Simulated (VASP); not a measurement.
## MnO: relaxation of shape and atoms at fixed volume with PBE+D3(BJ)+U

Crystal: MnO.

```xyz
4
Lattice="3.4824 0.0000 0.0000 -1.7412 3.0158 0.0000 0.0000 0.0000 5.4394" Properties=species:S:1:pos:R:3 pbc="T T T"
Mn    0.0000    2.0106   -0.0074
Mn    1.7412    1.0053    2.7123
O     0.0000    2.0106    2.1093
O     1.7412    1.0053    4.8290
```

This cell differs from its parent crystal: volume scaled by 1.02.

```
Program                : VASP 6.6.1
Task                   : relaxation of shape and atoms at fixed volume
Functional             : PBE
Dispersion             : D3(BJ)
Potentials or basis    : VASP PAW PBE potentials, release 64 (Mn_pv, O)
Cutoff                 : 600 eV
k mesh                 : 8 × 8 × 4
Occupations            : gaussian, width 0.05 eV
Spin                   : collinear spin, ferromagnetic start
Starting moments       : [4.54, 4.54, 0.13, 0.13] μB
Hubbard terms          : Mn d U = 3.9 eV
Dipole correction      : no
Further INCAR settings : ALGO = Normal; EDIFF = 1e-06; IBRION = 2; EDIFFG = -0.01; NSW = 60; ISIF = 4
```

```
Pressure after relaxing                               : -2.7 GPa
Band gap on the k mesh                                : zero (filled and empty bands touch)
Net moment                                            : 10.00 μB per cell
Site moments                                          : Mn +4.61; O +0.10 μB
Valence electrons inside the program's atomic spheres : Mn 11.35; O 5.00
Dispersion energy per atom                            : -0.237 eV
```

Stress tensor (GPa, compression positive):
```
-2.62  0.00  0.00
 0.00 -2.62  0.00
 0.00  0.00 -2.71
```

Final structure:
```
Mn O
1.0
     3.48240    0.00000    0.00000
    -1.74120    3.01585    0.00000
     0.00000    0.00000    5.43939
Mn O
2 2
Direct
  0.33333 0.66667 0.99865
  0.66667 0.33333 0.49865
  0.33333 0.66667 0.38778
  0.66667 0.33333 0.88778
```

Levels at points of the mesh, in eV from the Fermi level:
Spin up:
| k point | band 22 | band 23 | band 24 | band 25 | band 26 | band 27 |
| --- | --- | --- | --- | --- | --- | --- |
| (0.00, 0.00, 0.00) | -0.55 | -0.30 | 0.00 | 0.00 | 4.36 | 6.26 |
| (0.50, 0.00, 0.00) | -2.21 | -1.05 | -0.97 | 4.60 | 5.03 | 6.48 |
| (0.00, 0.00, 0.50) | -0.37 | -0.37 | -0.37 | 2.02 | 2.02 | 9.01 |
| (0.50, 0.00, 0.50) | -1.49 | -1.22 | -1.22 | 4.50 | 4.50 | 6.81 |
Spin down:
| k point | band 11 | band 12 | band 13 | band 14 | band 15 | band 16 | band 17 | band 18 |
| --- | --- | --- | --- | --- | --- | --- | --- | --- |
| (0.00, 0.00, 0.00) | -3.41 | -3.40 | -3.40 | -3.11 | 0.68 | 3.67 | 3.67 | 3.85 |
| (0.50, 0.00, 0.00) | -3.86 | -3.44 | -3.29 | -3.24 | 2.47 | 3.10 | 3.33 | 3.97 |
| (0.00, 0.00, 0.50) | -3.42 | -3.42 | -3.42 | -3.42 | 2.76 | 2.76 | 4.18 | 4.18 |
| (0.50, 0.00, 0.50) | -3.35 | -3.35 | -3.34 | -3.34 | 3.02 | 3.02 | 4.02 | 4.02 |

Eigenvalues of the final occupation matrices:
```
    site  spin  trace               eigenvalues
site 1 d     1   4.74  0.94 0.94 0.95 0.95 0.95
site 1 d     2   0.21  0.02 0.02 0.05 0.05 0.06
site 2 d     1   4.74  0.94 0.94 0.95 0.95 0.95
site 2 d     2   0.21  0.02 0.02 0.05 0.05 0.06
```

Wall time 3.5 min on 1 thread of Oxide Virtual Turin-like Processor (shared host), peak memory 0.24 GiB.

Caveat: the relaxation stopped at its first step, so nothing moved; only a ferromagnetic start was run, and an antiferromagnetic order may lie lower in energy; pairwise dispersion overbinds metals, which lowers pressure and volume. The state reached can hang on the start; a lower one may exist.
